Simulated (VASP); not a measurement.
# K (Fm-3m) in VASP: notebook

K is run at these levels: PBE; tasks: single point.

Everything below comes from runs of VASP 6.6.1. Logs are shortened: lines on timing, memory, paths and dates and some standing lists are left out, and cuts for length are marked.

## Step 1: The cell of the first run

It takes space group Fm-3m (No. 225, cubic). The conventional cell has a = 6.486 Å, b = 6.486 Å, c = 6.486 Å, α = 90.00°, β = 90.00°, γ = 90.00°.

This isn't the form of K at room conditions, which is bcc.

## Step 2: Single point, PBE (68.20 Å³/atom)

Input file INCAR:

```
SYSTEM = K
  PREC = Accurate
  ENCUT = 520
  EDIFF = 1E-6
  ISMEAR = -1
  SIGMA = 0.1
  LREAL = .False.
  LASPH = .True.
  NELM = 80
  ALGO = Normal
  ISIF = 2
  LWAVE = .False.
  LCHARG = .True.
  GGA = PE
  LELF = .True.
  LVHAR = .True.
  NBANDS = 10
```

Input file KPOINTS:

```
Automatic mesh
0
Gamma
  9 9 9
  0 0 0
```

Input file POSCAR:

```
K
1.0
    0.0000000000      3.2427579560      3.2427579560
    3.2427579560      0.0000000000      3.2427579560
    3.2427579560      3.2427579560      0.0000000000
K
1
Direct
    0.0000000000      0.0000000000      0.0000000000
```

Potentials or basis: VASP PAW PBE potentials, release 64 (K_sv).

The run is started by

```console
$ cat potpaw_PBE.64/K_sv/POTCAR > POTCAR
$ mpirun -np 1 vasp_std > vasp.out
```

OUTCAR:

```text
SYSTEM = K
   PREC = Accurate
   ENCUT = 520
   EDIFF = 1E-6
   ISMEAR = -1
   LREAL = .False.
   LASPH = .True.
   NELM = 80
   ISIF = 2
   GGA = PE

 ion  position               nearest neighbor table
   1  0.000  0.000  0.000-

  LATTYP: Found a face centered cubic cell.
 ALAT       =     6.4855159120

  Lattice vectors:

 A1 = (   0.0000000000,   3.2427579560,   3.2427579560)
 A2 = (   3.2427579560,   0.0000000000,   3.2427579560)
 A3 = (   3.2427579560,   3.2427579560,   0.0000000000)

Analysis of symmetry for initial positions (statically):
=====================================================================
 Subroutine PRICEL returns:
 Original cell was already a primitive cell.

 Routine SETGRP: Setting up the symmetry group for a
 face centered cubic supercell.

 Subroutine GETGRP returns: Found 48 space group operations
 (whereof 48 operations were pure point group operations)
 out of a pool of 48 trial point group operations.

The static configuration has the point symmetry O_h .

Analysis of symmetry for dynamics (positions and initial velocities):
=====================================================================
 Subroutine PRICEL returns:
 Original cell was already a primitive cell.

 Routine SETGRP: Setting up the symmetry group for a
 face centered cubic supercell.

 Subroutine GETGRP returns: Found 48 space group operations
 (whereof 48 operations were pure point group operations)
 out of a pool of 48 trial point group operations.

The dynamic configuration has the point symmetry O_h .

 Subroutine INISYM returns: Found 48 space group operations
 (whereof 48 operations are pure point group operations),
 and found     1 'primitive' translations

----------------------------------------------------------------------------------------

                                     Primitive cell

  volume of cell :      68.1983

  direct lattice vectors                    reciprocal lattice vectors
     0.000000000  3.242757956  3.242757956    -0.154189738  0.154189738  0.154189738
     3.242757956  0.000000000  3.242757956     0.154189738 -0.154189738  0.154189738
     3.242757956  3.242757956  0.000000000     0.154189738  0.154189738 -0.154189738

  length of vectors
     4.585952281  4.585952281  4.585952281     0.267064460  0.267064460  0.267064460

  position of ions in fractional coordinates (direct lattice)
     0.000000000  0.000000000  0.000000000

  ion indices of the primitive-cell ions
   primitive index   ion index
                 1           1

----------------------------------------------------------------------------------------

 KPOINTS: Automatic mesh

Automatic generation of k-mesh.
 Grid dimensions read from file:
 generate k-points for:    9    9    9

 Generating k-lattice:

  Cartesian coordinates                     Fractional coordinates (reciprocal lattice)
    -0.017132193  0.017132193  0.017132193     0.111111111  0.000000000  0.000000000
     0.017132193 -0.017132193  0.017132193     0.000000000  0.111111111  0.000000000
     0.017132193  0.017132193 -0.017132193     0.000000000  0.000000000  0.111111111

  Length of vectors
     0.029673829  0.029673829  0.029673829

  Shift w.r.t. Gamma in fractional coordinates (k-lattice)
     0.000000000  0.000000000  0.000000000

 Subroutine IBZKPT returns following result:
 ===========================================

 Found     35 irreducible k-points:

 Following reciprocal coordinates:
            Coordinates               Weight
  0.000000  0.000000  0.000000      1.000000
  0.111111  0.000000  0.000000      8.000000
  0.222222  0.000000  0.000000      8.000000
  0.333333  0.000000  0.000000      8.000000
  0.444444  0.000000  0.000000      8.000000
  0.111111  0.111111  0.000000      6.000000
[... 16 lines left out ...]
 -0.333333  0.333333  0.000000     12.000000
  0.444444  0.444444  0.000000      6.000000
 [... further k-points ...]
   k-points           NKPTS =     35   k-points in BZ     NKDIM =     35   number of bands    NBANDS=     10
   number of dos      NEDOS =    301   number of ions     NIONS =      1
   total plane-waves  NPLWV =  46656
   dimension x,y,z NGX =    36 NGY =   36 NGZ =   36
   dimension x,y,z NGXF=    72 NGYF=   72 NGZF=   72
   ions per type =               1
   NGX,Y,Z   is equivalent  to a cutoff of  13.05, 13.05, 13.05 a.u.
   NGXF,Y,Z  is equivalent  to a cutoff of  26.10, 26.10, 26.10 a.u.
 SYSTEM =  K
   PREC   = accura    normal or accurate (medium, high low for compatibility)
   ISTART =      0    job   : 0-new  1-cont  2-samecut
   ICHARG =      2    charge: 1-file 2-atom 10-const
   ISPIN  =      1    spin polarized calculation?
   LNONCOLLINEAR =      F non collinear calculations
   LSORBIT =      F    spin-orbit coupling
   LASPH  =      T    aspherical Exc in radial PAW
   ENCUT  =  520.0 eV  38.22 Ry    6.18 a.u.   8.53  8.53  8.53*2*pi/ulx,y,z
   NELM   =     80;   NELMIN=  2; NELMDL= -5     # of ELM steps
   EDIFF  = 0.1E-05   stopping-criterion for ELM
   LREAL  =      F    real-space projection
   EDIFFG = 0.1E-04   stopping-criterion for IOM
   NSW    =      0    number of steps for IOM
   IBRION =     -1    ionic relax: 0-MD 1-quasi-New 2-CG
   NFREE  =      0    steps in history (QN), initial steepest desc. (CG)
   ISIF   =      2    stress and relaxation
   ISYM   =      2    0-nonsym 1-usesym 2-fastsym
   POTIM  = 0.5000    time-step for ionic-motion
   TEBEG  =    0.0;   TEEND  =   0.0 temperature during run
   PSTRESS=    0.0 pullay stress
   NELECT =       9.0000    total number of electrons
   NUPDOWN=      -1.0000    fix difference up-down
   EMIN   =  10.00;   EMAX   =-10.00  energy-range for DOS
   EFERMI =   0.00;   METHOD = LEGACY
   ISMEAR =    -1;   SIGMA  =   0.10  broadening in eV -4-tet -1-fermi 0-gaus
   EFERMI_NEDOS =   21; number of points for ismear=-14 and -15
   IALGO  =     38    algorithm
   IMIX   =      4    mixing-type and parameters
     AMIX     =   0.40;   BMIX     =  1.00
     AMIX_MAG =   1.60;   BMIX_MAG =  1.00
  volume/ion in A,a.u.               =      68.20       460.22
  Fermi-wavevector in a.u.,A,eV,Ry     =   0.833485  1.575058  9.451930  0.694697
  Thomas-Fermi vector in A             =   1.946717
   LORBIT       =      0    0 simple, 1 ext, 2 COOP (PROOUT), +10 PAW based schemes
   GGA     = PE    functional components
   LHFCALC =     F    Hartree Fock is set to
   AEXX    =    0.0000 exact exchange contribution
   IVDW    =     0    specifies the selected vdW correction
   LEPSILON=     F    determine dielectric tensor
   LRPA    =     F    only Hartree local field effects (RPA)
 non-spin polarized calculation
  energy-cutoff  :      520.00
  volume of cell :       68.20
 maximum number of plane-waves:      1854
 NGX is ok and might be reduce to    36
   NGX = 17   NGY = 17   NGZ = 17

 number of electron       9.0000001 magnetization

 Free energy of the ion-electron system (eV)
  ---------------------------------------------------
  ext. energy  EPLUGINS =         0.00000000
  ---------------------------------------------------
  free energy    TOTEN  =        -1.05438466 eV

  energy without entropy =       -1.02966219  energy(sigma->0) =       -1.04202343

 E-fermi :   0.0816     XC(G=0):  -5.8360

 val. band max:       -0.0107967184   @ k =   0.4444   0.0000   0.0000
 cond. band min:       0.1161827780   @ k =   0.4444   0.3333   0.0000
 fundamental gap:      0.1269794965
 Fermi energy:         0.0815873047

 k-point     1 :       0.0000    0.0000    0.0000
  band No.  band energies     occupation
      1     -32.0322      2.00000
      2     -15.4768      2.00000
      3     -15.4768      2.00000
      4     -15.4768      2.00000
      5      -2.2128      2.00000
      6       4.3338      0.00000
      7       4.3338      0.00000
      8       4.3338      0.00000
      9       5.6439      0.00000
     10       5.6439      0.00000

 k-point     2 :       0.1111    0.0000    0.0000
  band No.  band energies     occupation
      1     -32.0316      2.00000
      2     -15.4872      2.00000
      3     -15.4782      2.00000
      4     -15.4782      2.00000
      5      -2.0587      2.00000
      6       3.9368      0.00000
      7       4.3916      0.00000
      8       4.3916      0.00000
      9       5.5177      0.00000
     10       5.5177      0.00000

 k-point     3 :       0.2222    0.0000    0.0000
  band No.  band energies     occupation
      1     -32.0300      2.00000
      2     -15.5132      2.00000
      3     -15.4818      2.00000
      4     -15.4818      2.00000
      5      -1.6097      2.00000
      6       3.0877      0.00000
      7       4.4243      0.00000
      8       4.4243      0.00000
      9       5.4602      0.00000
     10       5.4602      0.00000

 k-point     4 :       0.3333    0.0000    0.0000
  band No.  band energies     occupation
      1     -32.0282      2.00000
      2     -15.5424      2.00000
      3     -15.4858      2.00000
      4     -15.4858      2.00000
      5      -0.9046      1.99990
      6       2.0868      0.00000
      7       4.2694      0.00000
      8       4.2694      0.00000
      9       5.8308      0.00000
     10       5.8309      0.00000

 k-point     5 :       0.4444    0.0000    0.0000
  band No.  band energies     occupation
      1     -32.0270      2.00000
      2     -15.5613      2.00000
      3     -15.4884      2.00000
      4     -15.4884      2.00000
      5      -0.0108      1.43165
      6       1.0435      0.00013
      7       4.1295      0.00000
      8       4.1295      0.00000
      9       6.3627      0.00000
     10       6.3774      0.00000

 k-point     6 :       0.1111    0.1111    0.0000
  band No.  band energies     occupation
      1     -32.0314      2.00000
      2     -15.4869      2.00000
      3     -15.4805      2.00000
      4     -15.4805      2.00000
      5      -2.0077      2.00000
      6       3.9366      0.00000
      7       4.3693      0.00000
      8       4.3693      0.00000
      9       5.1570      0.00000
     10       5.7275      0.00000
[... 183 lines left out ...]
 k-point    21 :       0.4444    0.3333    0.0000
  band No.  band energies     occupation
      1     -32.0259      2.00000
      2     -15.5487      2.00000
      3     -15.5079      2.00000
      4     -15.5036      2.00000
      5       0.1162      0.82873
      6       2.3151      0.00000
      7       2.4951      0.00000
      8       4.8596      0.00000
      9       4.8786      0.00000
     10       6.4985      0.00000

 k-point    22 :      -0.4444    0.3333    0.0000
  band No.  band energies     occupation
      1     -32.0254      2.00000
      2     -15.5479      2.00000
      3     -15.5208      2.00000
      4     -15.5024      2.00000
      5       0.8931      0.00060
      6       1.7063      0.00000
      7       2.1731      0.00000
      8       4.6641      0.00000
      9       4.7352      0.00000
     10       6.4754      0.00000

 k-point    23 :      -0.3333    0.3333    0.0000
  band No.  band energies     occupation
      1     -32.0255      2.00000
      2     -15.5353      2.00000
      3     -15.5348      2.00000
      4     -15.4977      2.00000
      5       0.8967      0.00058
      6       1.8319      0.00000
      7       1.8859      0.00000
      8       4.5810      0.00000
      9       4.9451      0.00000
     10       6.0501      0.00000

 k-point    24 :       0.4444    0.4444    0.0000
  band No.  band energies     occupation
      1     -32.0253      2.00000
      2     -15.5563      2.00000
      3     -15.5075      2.00000
      4     -15.5075      2.00000
      5       0.5749      0.01430
      6       1.8745      0.00000
      7       2.4116      0.00000
      8       5.1707      0.00000
      9       5.1707      0.00000
     10       6.1783      0.00000

 [... further k-points ...]

------------------------ aborting loop because EDIFF is reached ----------------------------------------

  FORCE on cell =-STRESS in cart. coord.  units (eV):
  Direction    XX          YY          ZZ          XY          YZ          ZX
  --------------------------------------------------------------------------------------
  -------------------------------------------------------------------------------------
  Total        0.1408455      0.1408455      0.1408455      0.0000000      0.0000000      0.0000000
  in kB        3.3088729      3.3088729      3.3088729      0.0000000      0.0000000      0.0000000
  external PRESSURE =       3.3088729 kB  Pullay stress =       0.0000000 kB

 VOLUME and BASIS-vectors are now :
 -----------------------------------------------------------------------------
  energy-cutoff  :      520.00
  volume of cell :       68.20
      direct lattice vectors                 reciprocal lattice vectors
     0.000000000  3.242757956  3.242757956    -0.154189738  0.154189738  0.154189738
     3.242757956  0.000000000  3.242757956     0.154189738 -0.154189738  0.154189738
     3.242757956  3.242757956  0.000000000     0.154189738  0.154189738 -0.154189738

 POSITION                                       TOTAL-FORCE (eV/Angst)
 -----------------------------------------------------------------------------------
      0.00000      0.00000      0.00000        -0.000000      0.000000      0.000000
 -----------------------------------------------------------------------------------
    total drift:                               -0.000000      0.000000      0.000000

  FREE ENERGIE OF THE ION-ELECTRON SYSTEM (eV)
  ---------------------------------------------------
  free  energy   TOTEN  =        -1.0543846615 eV

  energy  without entropy=       -1.0296621910  energy(sigma->0) =       -1.04202343
```

Run time: 23 s. Hardware: 1 thread of Intel Xeon Platinum 8259CL at 2.50GHz (Skylake/Cascade Lake), shared host; peak memory 0.2 GiB.

What came out:

```
Free energy            : -1.0544 eV
Pressure               : 0.3 GPa
Band gap on the k mesh : zero (an odd number of electrons rules out a gap without spin polarisation)
```

Levels at points of the mesh, in eV from the Fermi level:
```csv
k point,band 2,band 3,band 4,band 5,band 6,band 7,band 8,band 9
"(0.00, 0.00, 0.00)",-15.56,-15.56,-15.56,-2.29,4.25,4.25,4.25,5.56
```

## Step 3: Single point, PBE (71.16 Å³/atom)

This run uses another cell than the first one, of 71.16 Å³/atom.

Input file INCAR:

```
SYSTEM = K
ALGO     = Normal         ! electronic algorithm
EDIFF    = 1E-6           ! SCF threshold, eV
ENCUT    = 520            ! plane-wave cutoff, eV
GGA      = PE             ! functional
ISIF     = 2              ! what is computed and relaxed
ISMEAR   = -1             ! smearing method
LASPH    = .TRUE.         ! aspherical terms in the spheres
LCHARG   = .FALSE.        ! write CHGCAR
LREAL    = .FALSE.        ! projectors in reciprocal space
LWAVE    = .FALSE.        ! write WAVECAR
NBANDS   = 10             ! bands
NELM     = 60             ! most SCF steps
PREC     = Accurate       ! precision mode
SIGMA    = 0.1            ! smearing width, eV
```

Input file KPOINTS:

```
k-points
0
G
  9 9 9
  0 0 0
```

Input file POSCAR:

```
K
1.0
    0.0000000000      3.2890893293      3.2890893293
    3.2890893293      0.0000000000      3.2890893293
    3.2890893293      3.2890893293      0.0000000000
K
1
Direct
    0.0000000000      0.0000000000      0.0000000000
```

Potentials or basis: VASP PAW PBE potentials, release 64 (K_sv).

The run is started by

```console
$ cat potpaw_PBE.64/K_sv/POTCAR > POTCAR
$ mpirun -np 1 vasp_std > vasp.out
```

OUTCAR:

```text
SYSTEM = K
   EDIFF = 1E-6
   ENCUT = 520
   GGA = PE
   ISIF = 2
   ISMEAR = -1
   LASPH = .TRUE.
   LREAL = .FALSE.
   NELM = 60
   PREC = Accurate

 ion  position               nearest neighbor table
   1  0.000  0.000  0.000-

  LATTYP: Found a face centered cubic cell.
 ALAT       =     6.5781786586

  Lattice vectors:

 A1 = (   0.0000000000,   3.2890893293,   3.2890893293)
 A2 = (   3.2890893293,   0.0000000000,   3.2890893293)
 A3 = (   3.2890893293,   3.2890893293,   0.0000000000)

Analysis of symmetry for initial positions (statically):
=====================================================================
 Subroutine PRICEL returns:
 Original cell was already a primitive cell.

 Routine SETGRP: Setting up the symmetry group for a
 face centered cubic supercell.

 Subroutine GETGRP returns: Found 48 space group operations
 (whereof 48 operations were pure point group operations)
 out of a pool of 48 trial point group operations.

The static configuration has the point symmetry O_h .

[... 160 lines left out ...]
 cond. band min:       0.0179147474   @ k =   0.4444   0.3333   0.0000
 fundamental gap:      0.1262017358
 Fermi energy:        -0.0192295487

 k-point     1 :       0.0000    0.0000    0.0000
  band No.  band energies     occupation
      1     -32.1539      2.00000
      2     -15.6022      2.00000
      3     -15.6022      2.00000
      4     -15.6022      2.00000
      5      -2.2503      2.00000
      6       4.1958      0.00000
      7       4.1958      0.00000
      8       4.1958      0.00000
      9       5.4723      0.00000
     10       5.4723      0.00000
[... 287 lines left out ...]
 k-point    24 :       0.4444    0.4444    0.0000
  band No.  band energies     occupation
      1     -32.1483      2.00000
      2     -15.6706      2.00000
      3     -15.6287      2.00000
      4     -15.6287      2.00000
      5       0.4769      0.01392
      6       1.7418      0.00000
      7       2.3200      0.00000
      8       4.9267      0.00000
      9       4.9267      0.00000
     10       5.8423      0.00000

 [... further k-points ...]

------------------------ aborting loop because EDIFF is reached ----------------------------------------

  FORCE on cell =-STRESS in cart. coord.  units (eV):
  Direction    XX          YY          ZZ          XY          YZ          ZX
  --------------------------------------------------------------------------------------
  -------------------------------------------------------------------------------------
  Total        0.0636531      0.0636531      0.0636531      0.0000000      0.0000000      0.0000000
  in kB        1.4330892      1.4330892      1.4330892      0.0000000      0.0000000      0.0000000
  external PRESSURE =       1.4330892 kB  Pullay stress =       0.0000000 kB

 VOLUME and BASIS-vectors are now :
 -----------------------------------------------------------------------------
  energy-cutoff  :      520.00
  volume of cell :       71.16
      direct lattice vectors                 reciprocal lattice vectors
     0.000000000  3.289089329  3.289089329    -0.152017762  0.152017762  0.152017762
     3.289089329  0.000000000  3.289089329     0.152017762 -0.152017762  0.152017762
     3.289089329  3.289089329  0.000000000     0.152017762  0.152017762 -0.152017762

 POSITION                                       TOTAL-FORCE (eV/Angst)
 -----------------------------------------------------------------------------------
      0.00000      0.00000      0.00000         0.000000      0.000000     -0.000000
 -----------------------------------------------------------------------------------
    total drift:                               -0.000000      0.000000      0.000000

  FREE ENERGIE OF THE ION-ELECTRON SYSTEM (eV)
  ---------------------------------------------------
  free  energy   TOTEN  =        -1.0590119461 eV

  energy  without entropy=       -1.0338249357  energy(sigma->0) =       -1.04641844
```

stdout:

```text
POSCAR found type information on POSCAR K
 POSCAR found :  1 types and       1 ions
 scaLAPACK will be used
 LDA part: xc-table for (Slater+PW92), standard interpolation
 POSCAR, INCAR and KPOINTS ok, starting setup
 FFT: planning ... GRIDC
 FFT: planning ... GRID_SOFT
 FFT: planning ... GRID
 WAVECAR not read
 entering main loop
```

Wall time 32 s (1 thread of Intel Xeon Platinum 8259CL at 2.50GHz (Skylake/Cascade Lake), shared host); peak memory 0.2 GiB.

Results:

| Item | Value |
| --- | --- |
| Free energy | -1.0590 eV |
| Pressure | 0.1 GPa |
| Band gap on the k mesh | zero (an odd number of electrons rules out a gap without spin polarisation) |

(Part 1 of 2 ends here.)
